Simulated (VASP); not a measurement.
A run of VASP 6.6.1 is set up as follows.

Contents of POSCAR:

```
Sb
1.0
    3.1836411160      0.0000000000      0.0000000000
    0.0000000000      4.4327850985      0.0000000000
   -0.0396782330      0.0000000000      4.4922631929
Sb
2
Direct
    0.0113890000      0.2500000000      0.2411660000
    0.9886110000      0.7500000000      0.7588340000
```

File INCAR.step1:

```
ALGO = Normal
EDIFF = 1E-4
ENCUT = 520
GGA = PE
ISMEAR = -1
LASPH = True
LCHARG = False
LREAL = False
LWAVE = True
NBANDS = 12
NELM = 60
PREC = Accurate
SIGMA = 0.05
```

File INCAR.step2:

```
ALGO = Normal
EDIFF = 1E-7
ENCUT = 520
ISIF = 2
ISMEAR = -1
ISTART = 1
LASPH = True
LCHARG = False
LMIXTAU = True
LREAL = False
LWAVE = False
METAGGA = R2SCAN
NBANDS = 12
NELM = 60
PREC = Accurate
SIGMA = 0.05
```

KPOINTS

```
k-points
0
Gamma
  9 6 6
```

Potentials or basis: VASP PAW PBE potentials, release 64 (Sb).

Launch:

```sh
$ cat potpaw_PBE.64/Sb/POTCAR > POTCAR
$ cp INCAR.step1 INCAR
$ mpirun -np 1 vasp_std > vasp.out
$ cp INCAR.step2 INCAR
$ mpirun -np 1 vasp_std > vasp.out
```

**Question.** Predict the pressure.

**Answer.** -3.6 GPa.

**Question.** Predict the largest force.

**Answer.** 0.085 eV/Å.

**Question.** What does it give for the band gap on the k mesh?

**Answer.** Zero (band 5 reaches 11.37 eV, above the bottom of band 6 at 3.10 eV).

Stress tensor (GPa, compression positive):
```
-3.06  0.00  0.07
 0.00 -3.88  0.00
 0.07  0.00 -3.78
```

Caveat: the PAW data sets were made with another functional, which shifts forces and pressure a little; spin-orbit coupling is left out, which moves the levels of the heavy elements.
